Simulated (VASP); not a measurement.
A run of VASP 6.6.1:

Contents of INCAR:

```
SYSTEM = Sc
PREC = Accurate
ENCUT = 600
EDIFF = 1E-6
ISMEAR = -1
SIGMA = 0.08
LREAL = .False.
LASPH = .True.
NELM = 80
ALGO = Normal
ISIF = 3
LWAVE = .False.
LCHARG = .False.
GGA = PE
IBRION = 2
NSW = 60
EDIFFG = -0.005
```

The input KPOINTS:

```
Automatic mesh
0
Gamma
  12 12 12
  0 0 0
```

File POSCAR:

```
Sc
1.0
    0.0000000000      3.1385914680      3.1385914680
    3.1385914680      0.0000000000      3.1385914680
    3.1385914680      3.1385914680      0.0000000000
Sc
2
Direct
   -0.1250000000     -0.1250000000     -0.1250000000
    0.1250000000      0.1250000000      0.1250000000
```

Potentials or basis: VASP PAW PBE potentials, release 64 (Sc_sv).

Command:

```console
$ cat potpaw_PBE.64/Sc_sv/POTCAR > POTCAR
$ mpirun -np 1 vasp_std > vasp.out
```

Hardware: 1 thread of Intel(R) Xeon(R) 6975P-C (Granite Rapids) (shared host).

Task: How long does it take, and how much memory?

Result: It took 66 s on 1 thread of Intel(R) Xeon(R) 6975P-C (Granite Rapids), on a shared host, peak memory 0.25 GiB. Counts: scf iterations 29, k points 72, ion steps 3.
